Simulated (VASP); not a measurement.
A run of VASP 6.6.1 is set up as follows.

POSCAR

```
Rh
1.0
    2.7309790000      0.0000000000      0.0000000000
   -1.3654895000      2.3650971912      0.0000000000
    0.0000000000      0.0000000000      4.4284890000
Rh
2
Direct
    0.6666666667      0.3333333333      0.7500000000
    0.3333333333      0.6666666667      0.2500000000
```

Contents of INCAR.step1:

```
SYSTEM = Rh
PREC = Accurate
ENCUT = 680
ISMEAR = 1
SIGMA = 0.1
LREAL = .False.
LASPH = .True.
NELM = 120
NBANDS = 24
GGA = PE
ALGO = Normal
EDIFF = 1E-5
LWAVE = .True.
LCHARG = .False.
GGA_COMPAT = .False.
```

The input INCAR.step2:

```
SYSTEM = Rh
PREC = Accurate
ENCUT = 680
EDIFF = 1E-6
ISMEAR = 1
SIGMA = 0.1
LREAL = .False.
LASPH = .True.
NELM = 120
ALGO = Normal
ISIF = 2
LWAVE = .False.
LCHARG = .False.
METAGGA = R2SCAN
LMIXTAU = .True.
NBANDS = 24
ISTART = 1
GGA_COMPAT = .False.
```

KPOINTS

```
regular mesh
0
Gamma
  11 11 6
  0 0 0
```

Potentials or basis: VASP PAW PBE potentials, release 64 (Rh_sv_GW).

Run with:

```console
$ cat potpaw_PBE.64/Rh_sv_GW/POTCAR > POTCAR
$ cp INCAR.step1 INCAR
$ mpirun -np 1 vasp_std > vasp.out
$ cp INCAR.step2 INCAR
$ mpirun -np 1 vasp_std > vasp.out
```

Question: Estimate the pressure.

Answer: -9.7 GPa.

Question: What does it give for the band gap on the k mesh?

Answer: Zero (bands 17 and 18 overlap by 2.28 eV).

Stress tensor (GPa, compression positive):
```
 -9.32   0.00   0.00
  0.00  -9.32   0.00
  0.00   0.00 -10.39
```

Caveat: the cell stands under tension; the PAW data sets were made with another functional, which shifts forces and pressure a little.
